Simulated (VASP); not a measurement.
Input of a VASP 6.6.1 run:

The input INCAR:

```
PREC = Accurate ; ENCUT = 520
EDIFF = 1E-7 ; ISMEAR = 0
SIGMA = 0.1 ; LREAL = False
LASPH = True ; NELM = 60
ALGO = Fast ; ISIF = 2
LWAVE = False ; LCHARG = False
GGA = PE ; NBANDS = 8
```

File KPOINTS:

```
regular mesh
0
Gamma
  26 26 26
```

Contents of POSCAR:

```
Al
1.0
   -1.4280616828      1.4286767485      2.0211914640
    1.4280616828     -1.4286767485      2.0211914640
    1.4280616828      1.4286767485     -2.0211914640
Al
1
Direct
    0.0000000000      0.0000000000      0.0000000000
```

Potentials or basis: VASP PAW PBE potentials, release 64 (Al).

The run is started by

```console
$ cat potpaw_PBE.64/Al/POTCAR > POTCAR
$ mpirun -np 1 vasp_std > vasp.out
```

Problem. Estimate the band gap on the k mesh.

Solution. Zero (an odd number of electrons rules out a gap without spin polarisation).

Problem. Estimate the pressure.

Solution. 0.0 GPa.
